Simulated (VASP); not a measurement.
# Hf (Im-3m) in VASP: further runs, part 2 of 2

VASP 6.6.1. The steps go on from the part before.

## Step 3: Single point, PBE

This run uses another cell than the first one, of 22.58 Å³/atom, 1.021 times its volume.

INCAR reads:

```
ALGO     = Normal         # electronic algorithm
EDIFF    = 1E-6           # SCF threshold, eV
ENCUT    = 500            # plane-wave cutoff, eV
GGA      = PE             # functional
GGA_COMPAT= F            
ISIF     = 2              # what is computed and relaxed
ISMEAR   = 1              # smearing method
LASPH    = T              # aspherical terms in the spheres
LCHARG   = F              # write CHGCAR
LREAL    = F              # projectors in reciprocal space
LWAVE    = F              # write WAVECAR
NBANDS   = 11             # bands
NELM     = 120            # most SCF steps
PREC     = Accurate       # precision mode
SIGMA    = 0.1            # smearing width, eV
```

KPOINTS reads:

```
k-points
0
Gamma
  11 11 11
```

POSCAR reads:

```
Hf
1.0
   -1.7806051177      1.7806051177      1.7806051177
    1.7806051177     -1.7806051177      1.7806051177
    1.7806051177      1.7806051177     -1.7806051177
Hf
1
Direct
    0.0000000000      0.0000000000      0.0000000000
```

Potentials or basis: VASP PAW PBE potentials, release 64 (Hf_pv).

On the command line:

```
cat potpaw_PBE.64/Hf_pv/POTCAR > POTCAR
mpirun -np 1 vasp_std > vasp.out
```

OUTCAR:

```text
EDIFF = 1E-6
   ENCUT = 500
   GGA = PE
   ISIF = 2
   ISMEAR = 1
   LASPH = T
   LREAL = F
   NELM = 120
   PREC = Accurate

 ion  position               nearest neighbor table
   1  0.000  0.000  0.000-

  LATTYP: Found a body centered cubic cell.
 ALAT       =     3.5612102354

  Lattice vectors:

 A1 = (  -1.7806051177,   1.7806051177,   1.7806051177)
 A2 = (   1.7806051177,  -1.7806051177,   1.7806051177)
 A3 = (   1.7806051177,   1.7806051177,  -1.7806051177)

Analysis of symmetry for initial positions (statically):
=====================================================================
 Subroutine PRICEL returns:
 Original cell was already a primitive cell.

 Routine SETGRP: Setting up the symmetry group for a
 body centered cubic supercell.

 Subroutine GETGRP returns: Found 48 space group operations
 (whereof 48 operations were pure point group operations)
 out of a pool of 48 trial point group operations.

The static configuration has the point symmetry O_h .

Analysis of symmetry for dynamics (positions and initial velocities):
=====================================================================
 Subroutine PRICEL returns:
 Original cell was already a primitive cell.

 Routine SETGRP: Setting up the symmetry group for a
 body centered cubic supercell.

 Subroutine GETGRP returns: Found 48 space group operations
 (whereof 48 operations were pure point group operations)
 out of a pool of 48 trial point group operations.

The dynamic configuration has the point symmetry O_h .

 Subroutine INISYM returns: Found 48 space group operations
 (whereof 48 operations are pure point group operations),
 and found     1 'primitive' translations

----------------------------------------------------------------------------------------

                                     Primitive cell
[... 106 lines left out ...]
   IALGO  =     38    algorithm
   IMIX   =      4    mixing-type and parameters
     AMIX     =   0.40;   BMIX     =  1.00
     AMIX_MAG =   1.60;   BMIX_MAG =  1.00
  volume/ion in A,a.u.               =      22.58       152.39
  Fermi-wavevector in a.u.,A,eV,Ry     =   1.247826  2.358048 21.185205  1.557069
  Thomas-Fermi vector in A             =   2.381940
   LORBIT       =      0    0 simple, 1 ext, 2 COOP (PROOUT), +10 PAW based schemes
   GGA     = PE    functional components
   LHFCALC =     F    Hartree Fock is set to
   AEXX    =    0.0000 exact exchange contribution
   IVDW    =     0    specifies the selected vdW correction
   LEPSILON=     F    determine dielectric tensor
   LRPA    =     F    only Hartree local field effects (RPA)
 non-spin polarized calculation
 Methfessel and Paxton  Order N= 1 SIGMA  =   0.10
  energy-cutoff  :      500.00
  volume of cell :       22.58
 maximum number of plane-waves:       603
   NGX = 11   NGY = 11   NGZ = 11

 number of electron      10.0000002 magnetization

 Free energy of the ion-electron system (eV)
  ---------------------------------------------------
  ext. energy  EPLUGINS =         0.00000000
  ---------------------------------------------------
  free energy    TOTEN  =        -9.73739064 eV

  energy without entropy =       -9.73614402  energy(sigma->0) =       -9.73697510

 E-fermi :   4.5040     XC(G=0): -11.2393

 val. band max:        4.4914764253   @ k =   0.1818   0.0909   0.0909
 cond. band min:       4.5108407862   @ k =  -0.4545  -0.4545   0.0909
 fundamental gap:      0.0193643609
 Fermi energy:         4.5039880789

 k-point     1 :       0.0000    0.0000    0.0000
  band No.  band energies     occupation
      1     -25.3469      2.00000
      2     -25.3469      2.00000
      3     -25.3469      2.00000
      4      -2.4934      2.00000
      5       6.0402     -0.00000
      6       6.0402     -0.00000
      7       6.0402     -0.00000
      8       8.7928      0.00000
      9       8.7928      0.00000
     10      17.7523      0.00000
     11      17.7523      0.00000
[... 309 lines left out ...]
 k-point    24 :       0.3636    0.1818    0.0909
  band No.  band energies     occupation
      1     -25.9983      2.00000
      2     -25.7056      2.00000
      3     -25.4743      2.00000
      4       2.4949      2.00000
      5       3.8141      2.00000
      6       4.6178     -0.06829
      7       9.1189      0.00000
      8       9.6778      0.00000
      9      12.0604      0.00000
     10      13.6852      0.00000
     11      16.2281      0.00000

 [... further k-points ...]
[... 5 lines left out ...]
  --------------------------------------------------------------------------------------
  -------------------------------------------------------------------------------------
  Total       -0.2817904     -0.2817904     -0.2817904      0.0000000      0.0000000      0.0000000
  in kB      -19.9928145    -19.9928145    -19.9928145      0.0000000      0.0000000      0.0000000
  external PRESSURE =     -19.9928145 kB  Pullay stress =       0.0000000 kB

 VOLUME and BASIS-vectors are now :
 -----------------------------------------------------------------------------
  energy-cutoff  :      500.00
  volume of cell :       22.58
      direct lattice vectors                 reciprocal lattice vectors
    -1.780605118  1.780605118  1.780605118     0.000000000  0.280803416  0.280803416
     1.780605118 -1.780605118  1.780605118     0.280803416  0.000000000  0.280803416
     1.780605118  1.780605118 -1.780605118     0.280803416  0.280803416  0.000000000

 POSITION                                       TOTAL-FORCE (eV/Angst)
 -----------------------------------------------------------------------------------
      0.00000      0.00000      0.00000        -0.000000      0.000000      0.000000
 -----------------------------------------------------------------------------------
    total drift:                               -0.000000      0.000000      0.000000

  FREE ENERGIE OF THE ION-ELECTRON SYSTEM (eV)
  ---------------------------------------------------
  free  energy   TOTEN  =        -9.7373906397 eV

  energy  without entropy=       -9.7361440157  energy(sigma->0) =       -9.73697510
```

stdout:

```text
POSCAR found type information on POSCAR Hf
 POSCAR found :  1 types and       1 ions
 scaLAPACK will be used
 LDA part: xc-table for (Slater+PW92), standard interpolation
 POSCAR, INCAR and KPOINTS ok, starting setup
 FFT: planning ... GRIDC
 FFT: planning ... GRID_SOFT
 FFT: planning ... GRID
 WAVECAR not read
 entering main loop
```

It took 16 s on 1 thread of Intel Xeon 8259CL, shared host; peak memory 0.14 GiB.

What came out:

| Quantity | Value |
| --- | --- |
| Free energy | -9.7374 eV |
| Pressure | -2.0 GPa |
| Band gap on the k mesh | zero (band 5 reaches 6.04 eV, above the bottom of band 6 at 3.69 eV) |

Levels at points of the mesh, in eV from the Fermi level:
```tsv
k point	band 1	band 2	band 3	band 4	band 5	band 6	band 7	band 8	band 9	band 10
(0.00, 0.00, 0.00)	-29.85	-29.85	-29.85	-7.00	1.54	1.54	1.54	4.29	4.29	13.25
```

Caveat: spin-orbit coupling is left out, which moves the levels of the heavy elements.

## Step 4: Single point, PBE

This run uses another cell than the first one, of 23.05 Å³/atom, 1.043 times its volume.

INCAR reads:

```
  ALGO = Normal
  EDIFF = 1E-6
  ENCUT = 500
  GGA = PE
  GGA_COMPAT = F
  ISIF = 2
  ISMEAR = 1
  LASPH = T
  LCHARG = T
  LELF = T
  LREAL = F
  LVHAR = T
  LWAVE = F
  NBANDS = 11
  NELM = 120
  PREC = Accurate
  SIGMA = 0.1
```

KPOINTS is that of step 3.

POSCAR reads:

```
Hf
1.0
   -1.7928855410      1.7928855410      1.7928855410
    1.7928855410     -1.7928855410      1.7928855410
    1.7928855410      1.7928855410     -1.7928855410
Hf
1
Direct
    0.0000000000      0.0000000000      0.0000000000
```

Potentials or basis: VASP PAW PBE potentials, release 64 (Hf_pv).

On the command line:

```
cat potpaw_PBE.64/Hf_pv/POTCAR > POTCAR
mpirun -np 1 vasp_std > vasp.out
```

OUTCAR:

```text
EDIFF = 1E-6
   ENCUT = 500
   GGA = PE
   ISIF = 2
   ISMEAR = 1
   LASPH = T
   LREAL = F
   NELM = 120
   PREC = Accurate

 ion  position               nearest neighbor table
   1  0.000  0.000  0.000-

  LATTYP: Found a body centered cubic cell.
 ALAT       =     3.5857710820

  Lattice vectors:

 A1 = (  -1.7928855410,   1.7928855410,   1.7928855410)
 A2 = (   1.7928855410,  -1.7928855410,   1.7928855410)
 A3 = (   1.7928855410,   1.7928855410,  -1.7928855410)

Analysis of symmetry for initial positions (statically):
[... 504 lines left out ...]
      3     -25.6839      2.00000
      4       2.3898      2.00000
      5       3.7021      2.00000
      6       4.4466      0.06809
      7       8.8832      0.00000
      8       9.4292      0.00000
      9      11.7094      0.00000
     10      13.3370      0.00000
     11      15.9021      0.00000

 [... further k-points ...]
[... 5 lines left out ...]
  --------------------------------------------------------------------------------------
  -------------------------------------------------------------------------------------
  Total       -0.5625967     -0.5625967     -0.5625967     -0.0000000     -0.0000000     -0.0000000
  in kB      -39.1012017    -39.1012017    -39.1012017     -0.0000000     -0.0000000     -0.0000000
  external PRESSURE =     -39.1012017 kB  Pullay stress =       0.0000000 kB

 VOLUME and BASIS-vectors are now :
 -----------------------------------------------------------------------------
  energy-cutoff  :      500.00
  volume of cell :       23.05
      direct lattice vectors                 reciprocal lattice vectors
    -1.792885541  1.792885541  1.792885541     0.000000000  0.278880045  0.278880045
     1.792885541 -1.792885541  1.792885541     0.278880045  0.000000000  0.278880045
     1.792885541  1.792885541 -1.792885541     0.278880045  0.278880045  0.000000000

 POSITION                                       TOTAL-FORCE (eV/Angst)
 -----------------------------------------------------------------------------------
      0.00000      0.00000      0.00000         0.000000     -0.000000      0.000000
 -----------------------------------------------------------------------------------
    total drift:                                0.000000      0.000000     -0.000000

  FREE ENERGIE OF THE ION-ELECTRON SYSTEM (eV)
  ---------------------------------------------------
  free  energy   TOTEN  =        -9.7287497318 eV

  energy  without entropy=       -9.7272059758  energy(sigma->0) =       -9.72823515
```

OSZICAR:

```text
N       E                     dE             d eps       ncg     rms          rms(c)
DAV:   1     0.116530612707E+02    0.11653E+02   -0.55998E+03  1248   0.817E+02
DAV:   2    -0.968089666643E+01   -0.21334E+02   -0.20692E+02  1500   0.149E+02
DAV:   3    -0.100900651068E+02   -0.40917E+00   -0.40230E+00  1557   0.143E+01
DAV:   4    -0.100918792413E+02   -0.18141E-02   -0.18137E-02  1381   0.113E+00
DAV:   5    -0.100918917495E+02   -0.12508E-04   -0.12508E-04  1596   0.791E-02    0.447E+01
DAV:   6    -0.981728335367E+01    0.27461E+00   -0.23195E-01  1358   0.358E+00    0.254E+01
DAV:   7    -0.973228499601E+01    0.84998E-01   -0.31036E-01  1376   0.392E+00    0.965E-01
DAV:   8    -0.972873467366E+01    0.35503E-02   -0.20276E-02  1415   0.101E+00    0.218E-01
DAV:   9    -0.972874270770E+01   -0.80340E-05   -0.31988E-04  1556   0.150E-01    0.522E-02
DAV:  10    -0.972874980951E+01   -0.71018E-05   -0.20859E-05  1454   0.364E-02    0.249E-02
DAV:  11    -0.972874973182E+01    0.77689E-07   -0.33220E-06  1439   0.134E-02
   1 F= -.97287497E+01 E0= -.97282351E+01  d E =-.154376E-02
```

stdout:

```text
POSCAR found type information on POSCAR Hf
 POSCAR found :  1 types and       1 ions
 scaLAPACK will be used
 LDA part: xc-table for (Slater+PW92), standard interpolation
 POSCAR, INCAR and KPOINTS ok, starting setup
 FFT: planning ... GRIDC
 FFT: planning ... GRID_SOFT
 FFT: planning ... GRID
 WAVECAR not read
 entering main loop
```

Run time: 17 s. Hardware: 1 thread of Intel Xeon 8259CL, shared host; peak memory 0.14 GiB.

What came out:

```yaml
Free_energy: -9.7287 eV
Pressure: -3.9 GPa
Band_gap_on_the_k_mesh: zero (band 5 reaches 5.89 eV, above the bottom of band 6 at 3.56 eV)
```

Levels at points of the mesh, in eV from the Fermi level:
| k point | band 3 | band 4 | band 5 | band 6 | band 7 | band 8 |
| --- | --- | --- | --- | --- | --- | --- |
| (0.00, 0.00, 0.00) | -29.94 | -6.94 | 1.51 | 1.51 | 1.51 | 4.20 |

Caveat: spin-orbit coupling is left out, which moves the levels of the heavy elements.

## Step 5: Single point, PBE

This run uses another cell than the first one, of 23.52 Å³/atom, 1.064 times its volume.

INCAR reads:

```
  PREC = Accurate
  ENCUT = 500
  EDIFF = 1E-6
  ISMEAR = 1
  SIGMA = 0.1
  LREAL = False
  LASPH = True
  NELM = 120
  ALGO = Normal
  ISIF = 2
  LWAVE = False
  LCHARG = False
  GGA = PE
  NBANDS = 11
  GGA_COMPAT = False
```

KPOINTS reads:

```
regular mesh
0
Gamma
  11 11 11
```

POSCAR reads:

```
Hf
1.0
   -1.8050000000      1.8050000000      1.8050000000
    1.8050000000     -1.8050000000      1.8050000000
    1.8050000000      1.8050000000     -1.8050000000
Hf
1
Direct
    0.0000000000      0.0000000000      0.0000000000
```

On the command line:

```
cat potpaw_PBE.64/Hf_pv/POTCAR > POTCAR
mpirun -np 1 vasp_std > vasp.out
```

Wall time 16 s (1 thread of Intel Xeon 8259CL, shared host); peak memory 0.14 GiB.

It converged, with:

```
Free energy            : -9.7149 eV
Pressure               : -5.6 GPa
Band gap on the k mesh : zero (band 5 reaches 5.73 eV, above the bottom of band 6 at 3.45 eV)
```

Levels at points of the mesh, in eV from the Fermi level:
```tsv
k point	band 1	band 2	band 3	band 4	band 5	band 6	band 7	band 8	band 9	band 10
(0.00, 0.00, 0.00)	-30.03	-30.03	-30.03	-6.88	1.49	1.49	1.49	4.12	4.12	13.04
```

Caveat: spin-orbit coupling is left out, which moves the levels of the heavy elements.

## Step 6: The runs side by side

```tsv
cell	gap on the mesh (eV)	pressure (GPa)
a = 3.063 Å, angles 109.5°, 1 atom	none	0.2
a = 3.084 Å, angles 109.5°, 1 atom	none	-2.0
a = 3.105 Å, angles 109.5°, 1 atom	none	-3.9
a = 3.126 Å, angles 109.5°, 1 atom	none	-5.6
```

Alike in all rows: task single point; level PBE; potentials or basis VASP PAW PBE potentials, release 64 (Hf_pv); no spin polarisation; k mesh 11 × 11 × 11; cutoff (eV) 500; smearing methfessel-paxton 0.1 eV.

Caveats: spin-orbit coupling is left out, which moves the levels of the heavy elements.

Total energies depend on the potentials used, so only differences within one code and one set of settings carry meaning.
